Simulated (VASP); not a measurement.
**Li: relaxation of cell and atoms with r2SCAN**

Crystal: Li.

```
Li
1.0
    -1.75465    1.75465    1.75465
     1.75465   -1.75465    1.75465
     1.75465    1.75465   -1.75465
Li
1
Direct
  0.00000 0.00000 0.00000
```

- Program: VASP 6.6.1
- Task: relaxation of cell and atoms
- Functional: r2SCAN
- Potentials or basis: VASP PAW PBE potentials, release 64 (Li_sv)
- Cutoff: 600 eV
- k mesh: 20 × 20 × 20
- Occupations: fermi-dirac, width 0.08 eV
- Spin: no spin polarisation
- Dipole correction: no
- Further INCAR settings: ALGO = Normal; EDIFF = 1e-06; IBRION = 2; EDIFFG = -0.002; NSW = 100; ISIF = 3

```json
{"Relaxed volume": "20.53 Å³/atom", "Relaxed cell": "a = 2.988 Å, b = 2.988 Å, c = 2.988 Å, α = 109.47°, β = 109.47°, γ = 109.47°", "Space group after relaxing (to 0.05 Å)": "Im-3m (No. 229)", "Energy gained by relaxing": "0.4 meV/atom", "Ionic steps": "6", "Pressure after relaxing": "0.0 GPa"}
```

The path:
```
step  energy change (eV)  largest force (eV/Å)  pressure (GPa)  volume (Å³)
   1              0.0000                0.0000           -0.43        21.61
   2             -0.0004                0.0000           -0.47        21.43
   3             -0.0008                0.0000           -0.09        20.89
   4             -0.0008                0.0000           -0.03        20.76
   5             -0.0006                0.0000           -0.04        20.68
   6             -0.0004                0.0000           -0.01        20.53
```

Final structure:
```yaml
crystal:
  lattice:
    - [-1.72484, 1.72484, 1.72484]
    - [1.72484, -1.72484, 1.72484]
    - [1.72484, 1.72484, -1.72484]
  atoms:
    - { symbol: Li, position: [0.00000, 0.00000, 0.00000] }
```

Levels at points of the mesh, in eV from the Fermi level:
```
           k point  band 1  band 2  band 3  band 4  band 5
(0.00, 0.00, 0.00)  -48.09   -3.87   16.15   16.15   16.15
(0.50, 0.00, 0.00)  -48.07    0.27    3.45   11.37   12.90
(0.50, 0.50, 0.50)  -48.06    6.02    6.02    6.02    8.14
```

Wall time 3.2 min on 1 thread of Intel(R) Xeon(R) 6975P-C (Granite Rapids), with other jobs on the host, peak memory 0.15 GiB.

Caveat: the cutoff is under 1.25 times the usual one of these potentials, so pressure, stress and relaxed cells hold a basis-set (Pulay) error; the PAW data sets were made with another functional, which shifts forces and pressure a little.
